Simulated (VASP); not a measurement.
# Rh (P6_3/mmc) in VASP: a series of runs, part 2 of 2

VASP 6.6.1.

### 4 Single point, PBE

This run uses another cell than the first one, of 16.54 Å³/atom.

INCAR

```
PREC     = Accurate       # precision mode
ENCUT    = 520            # plane-wave cutoff, eV
EDIFF    = 1E-7           # SCF threshold, eV
ISMEAR   = 0              # smearing method
SIGMA    = 0.15           # smearing width, eV
LREAL    = F              # projectors in reciprocal space
LASPH    = T              # aspherical terms in the spheres
NELM     = 60             # most SCF steps
ALGO     = Fast           # electronic algorithm
ISIF     = 2              # what is computed and relaxed
LWAVE    = F              # write WAVECAR
LCHARG   = F              # write CHGCAR
GGA      = PE             # functional
NBANDS   = 22             # bands
```

KPOINTS

```
Automatic mesh
0
Gamma
  18 18 10
```

POSCAR

```
Rh
1.0
    2.8611000000      0.0000000000      0.0000000000
   -1.4305500000      2.4777852828      0.0000000000
    0.0000000000      0.0000000000      4.6658000000
Rh
2
Direct
    0.6666666667      0.3333333333      0.7500000000
    0.3333333333      0.6666666667      0.2500000000
```

Potentials or basis: VASP PAW PBE potentials, release 64 (Rh_pv).

Command:

```
> cat potpaw_PBE.64/Rh_pv/POTCAR > POTCAR
> mpirun -np 1 vasp_std > vasp.out
```

OUTCAR:

```text
PREC = Accurate
   ENCUT = 520
   EDIFF = 1E-7
   ISMEAR = 0
   LREAL = F
   LASPH = T
   NELM = 60
   ISIF = 2
   GGA = PE

 ion  position               nearest neighbor table
   1  0.667  0.333  0.750-   2 2.86   2 2.86   2 2.86   2 2.86   2 2.86   2 2.86
   2  0.333  0.667  0.250-   1 2.86   1 2.86   1 2.86   1 2.86   1 2.86   1 2.86

  LATTYP: Found a hexagonal cell.
 ALAT       =     2.8611000000
 C/A-ratio  =     1.6307713816

  Lattice vectors:

 A1 = (   2.8611000000,   0.0000000000,   0.0000000000)
 A2 = (  -1.4305500000,   2.4777852828,   0.0000000000)
 A3 = (   0.0000000000,   0.0000000000,   4.6658000000)

Analysis of symmetry for initial positions (statically):
=====================================================================
 Subroutine PRICEL returns:
 Original cell was already a primitive cell.

 Routine SETGRP: Setting up the symmetry group for a
 hexagonal supercell.

 Subroutine GETGRP returns: Found 24 space group operations
 (whereof 12 operations were pure point group operations)
 out of a pool of 24 trial point group operations.

The static configuration has the point symmetry D_3d.
 The point group associated with its full space group is D_6h.

Analysis of symmetry for dynamics (positions and initial velocities):
=====================================================================
 Subroutine PRICEL returns:
 Original cell was already a primitive cell.

 Routine SETGRP: Setting up the symmetry group for a
 hexagonal supercell.

 Subroutine GETGRP returns: Found 24 space group operations
 (whereof 12 operations were pure point group operations)
 out of a pool of 24 trial point group operations.

The dynamic configuration has the point symmetry D_3d.
[... 112 lines left out ...]
   NUPDOWN=      -1.0000    fix difference up-down
   EMIN   =  10.00;   EMAX   =-10.00  energy-range for DOS
   EFERMI =   0.00;   METHOD = LEGACY
   ISMEAR =     0;   SIGMA  =   0.15  broadening in eV -4-tet -1-fermi 0-gaus
   EFERMI_NEDOS =   21; number of points for ismear=-14 and -15
   IALGO  =     68    algorithm
   IMIX   =      4    mixing-type and parameters
     AMIX     =   0.40;   BMIX     =  1.00
     AMIX_MAG =   1.60;   BMIX_MAG =  1.00
  volume/ion in A,a.u.               =      16.54       111.61
  Fermi-wavevector in a.u.,A,eV,Ry     =   1.584678  2.994607 34.167001  2.511204
  Thomas-Fermi vector in A             =   2.684259
   LORBIT       =      0    0 simple, 1 ext, 2 COOP (PROOUT), +10 PAW based schemes
   GGA     = PE    functional components
   LHFCALC =     F    Hartree Fock is set to
   AEXX    =    0.0000 exact exchange contribution
   IVDW    =     0    specifies the selected vdW correction
   LEPSILON=     F    determine dielectric tensor
   LRPA    =     F    only Hartree local field effects (RPA)
 non-spin polarized calculation
 RMM-DIIS sequential band-by-band and
 Gauss-broadening in eV      SIGMA  =   0.15
  energy-cutoff  :      520.00
  volume of cell :       33.08
 maximum number of plane-waves:       911
 NGX is ok and might be reduce to    24
   NGX = 11   NGY = 11   NGZ = 17

 number of electron      30.0000009 magnetization

 Free energy of the ion-electron system (eV)
  ---------------------------------------------------
  ext. energy  EPLUGINS =         0.00000000
  ---------------------------------------------------
  free energy    TOTEN  =       -13.98449448 eV

  energy without entropy =      -13.93333545  energy(sigma->0) =      -13.95891496

 E-fermi :   8.8808     XC(G=0): -12.8702

 val. band max:        8.8803559810   @ k =   0.3889   0.1667   0.0000
 cond. band min:       8.8835210741   @ k =   0.2222   0.1111   0.5000
 fundamental gap:      0.0031650931
 Fermi energy:         8.8807842142

 k-point     1 :       0.0000    0.0000    0.0000
  band No.  band energies     occupation
      1     -37.6158      2.00000
      2     -37.2780      2.00000
      3     -37.2780      2.00000
      4     -37.2353      2.00000
      5     -37.2230      2.00000
      6     -37.2230      2.00000
[... 589 lines left out ...]
     21      19.7716      0.00000
     22      21.9830      0.00000

 [... further k-points ...]

------------------------ aborting loop because EDIFF is reached ----------------------------------------

  FORCE on cell =-STRESS in cart. coord.  units (eV):
  Direction    XX          YY          ZZ          XY          YZ          ZX
  --------------------------------------------------------------------------------------
  -------------------------------------------------------------------------------------
  Total       -5.3340702     -5.3340702     -5.7864296     -0.0000000     -0.0000000      0.0000000
  in kB     -258.3726178   -258.3726178   -280.2840782     -0.0000000     -0.0000000      0.0000000
  external PRESSURE =    -265.6764379 kB  Pullay stress =       0.0000000 kB

 VOLUME and BASIS-vectors are now :
 -----------------------------------------------------------------------------
  energy-cutoff  :      520.00
  volume of cell :       33.08
      direct lattice vectors                 reciprocal lattice vectors
     2.861100000  0.000000000  0.000000000     0.349515920  0.201793111  0.000000000
    -1.430550000  2.477785283  0.000000000     0.000000000  0.403586222  0.000000000
     0.000000000  0.000000000  4.665800000     0.000000000  0.000000000  0.214325518

 POSITION                                       TOTAL-FORCE (eV/Angst)
 -----------------------------------------------------------------------------------
      1.43055      0.82593      3.49935         0.000000     -0.000000      0.000000
     -0.00000      1.65186      1.16645        -0.000000      0.000000      0.000000
 -----------------------------------------------------------------------------------
    total drift:                               -0.000000      0.000000     -0.000000

  FREE ENERGIE OF THE ION-ELECTRON SYSTEM (eV)
  ---------------------------------------------------
  free  energy   TOTEN  =       -13.9844944778 eV

  energy  without entropy=      -13.9333354474  energy(sigma->0) =      -13.95891496
```

OSZICAR:

```text
N       E                     dE             d eps       ncg     rms          rms(c)
DAV:   1     0.320816803312E+03    0.32082E+03   -0.19126E+04  9800   0.153E+03
DAV:   2    -0.804330741336E+01   -0.32886E+03   -0.31735E+03 10236   0.459E+02
DAV:   3    -0.149025061556E+02   -0.68592E+01   -0.68071E+01 11382   0.745E+01
DAV:   4    -0.149497360845E+02   -0.47230E-01   -0.47225E-01 11028   0.626E+00
DAV:   5    -0.149504809020E+02   -0.74482E-03   -0.74481E-03 11466   0.817E-01    0.933E+00
RMM:   6    -0.139946074982E+02    0.95587E+00   -0.26603E+00  9933   0.134E+01    0.286E+00
RMM:   7    -0.139884303582E+02    0.61771E-02   -0.60914E-02 10320   0.182E+00    0.159E+00
RMM:   8    -0.139846265495E+02    0.38038E-02   -0.66086E-03 10606   0.807E-01    0.122E-01
RMM:   9    -0.139844810032E+02    0.14555E-03   -0.84510E-04 10975   0.252E-01    0.172E-02
RMM:  10    -0.139844981401E+02   -0.17137E-04   -0.10720E-04 11314   0.105E-01    0.140E-02
RMM:  11    -0.139844927423E+02    0.53978E-05   -0.24833E-05 11589   0.490E-02    0.535E-03
RMM:  12    -0.139844946697E+02   -0.19273E-05   -0.56405E-06 11535   0.256E-02    0.239E-03
RMM:  13    -0.139844945579E+02    0.11175E-06   -0.15594E-06 11895   0.123E-02    0.125E-03
RMM:  14    -0.139844946945E+02   -0.13662E-06   -0.26708E-07  7777   0.598E-03    0.135E-03
RMM:  15    -0.139844944551E+02    0.23943E-06   -0.17427E-07  6114   0.439E-03    0.258E-04
RMM:  16    -0.139844944778E+02   -0.22721E-07   -0.37337E-08  5785   0.211E-03
   1 F= -.13984494E+02 E0= -.13958915E+02  d E =-.511590E-01
```

It took 5.4 min on 1 thread of AMD EPYC 7R43 (Zen 3), shared host; peak memory 0.21 GiB.

What came out:

```
Free energy            : -13.9845 eV
Pressure               : -26.6 GPa
Band gap on the k mesh : zero (bands 15 and 16 overlap by 1.76 eV)
```

Stress tensor (GPa, compression positive):
```
-25.84   0.00   0.00
  0.00 -25.84   0.00
  0.00   0.00 -28.03
```

Caveat: the cell stands under tension.

### 5 Single point, PBE

This run uses another cell than the first one, of 16.47 Å³/atom.

INCAR

```
ALGO = Fast
EDIFF = 1E-6
ENCUT = 520
GGA = PE
ISIF = 2
ISMEAR = 0
LASPH = T
LCHARG = F
LREAL = F
LWAVE = F
NBANDS = 22
NELM = 100
PREC = Accurate
SIGMA = 0.15
```

KPOINTS

```
k-points
0
Gamma
  18 18 10
```

POSCAR

```
Rh
1.0
    2.8339000000      0.0000000000      0.0000000000
   -1.4169500000      2.4542293918      0.0000000000
    0.0000000000      0.0000000000      4.7359000000
Rh
2
Direct
    0.6666666667      0.3333333333      0.7500000000
    0.3333333333      0.6666666667      0.2500000000
```

Command:

```
> cat potpaw_PBE.64/Rh_pv/POTCAR > POTCAR
> mpirun -np 1 vasp_std > vasp.out
```

It took 4.4 min on 1 thread of AMD EPYC 7R43 (Zen 3), shared host; peak memory 0.21 GiB.

The run converged. Its results:

```yaml
Free_energy: -13.9954 eV
Pressure: -26.0 GPa
Band_gap_on_the_k_mesh: zero (bands 15 and 16 overlap by 1.85 eV)
```

Stress tensor (GPa, compression positive):
```
-24.34   0.00   0.00
  0.00 -24.34   0.00
  0.00   0.00 -29.21
```

Levels at points of the mesh, in eV from the Fermi level:
| k point | band 13 | band 14 | band 15 | band 16 | band 17 | band 18 |
| --- | --- | --- | --- | --- | --- | --- |
| (0.00, 0.00, 0.00) | -1.91 | -1.24 | -1.24 | 0.13 | 0.13 | 0.73 |
| (0.50, 0.00, 0.00) | -1.48 | 0.39 | 0.44 | 0.62 | 2.64 | 4.43 |
| (0.00, 0.00, 0.50) | -2.29 | -2.29 | -0.31 | -0.31 | -0.31 | -0.31 |
| (0.50, 0.00, 0.50) | -0.15 | -0.15 | 0.55 | 0.55 | 2.53 | 2.53 |

Caveat: the cell stands under tension.

### 6 The runs side by side

```tsv
cell	further INCAR settings	gap on the mesh (eV)	pressure (GPa)
a = 2.834, b = 2.834, c = 4.666 Å, angles 90.0, 90.0, 120.0°, 2 atoms	ALGO = Fast; EDIFF = 1e-07; NBANDS = 22	none	-24.6
a = 2.861, b = 2.861, c = 4.596 Å, angles 90.0, 90.0, 120.0°, 2 atoms	ALGO = Fast; EDIFF = 1e-06; NBANDS = 22	none	-25.1
a = 2.861, b = 2.861, c = 4.666 Å, angles 90.0, 90.0, 120.0°, 2 atoms	ALGO = Fast; EDIFF = 1e-07; NBANDS = 22	none	-26.6
a = 2.834, b = 2.834, c = 4.736 Å, angles 90.0, 90.0, 120.0°, 2 atoms	ALGO = Fast; EDIFF = 1e-06; NBANDS = 22	none	-26.0
```

Alike in all rows: task single point; level PBE; potentials or basis VASP PAW PBE potentials, release 64 (Rh_pv); no spin polarisation; k mesh 18 × 18 × 10; cutoff (eV) 520; smearing gaussian 0.15 eV.

Caveats: the cell stands under tension.

Absolute energies hang on the potentials; compare differences alone.
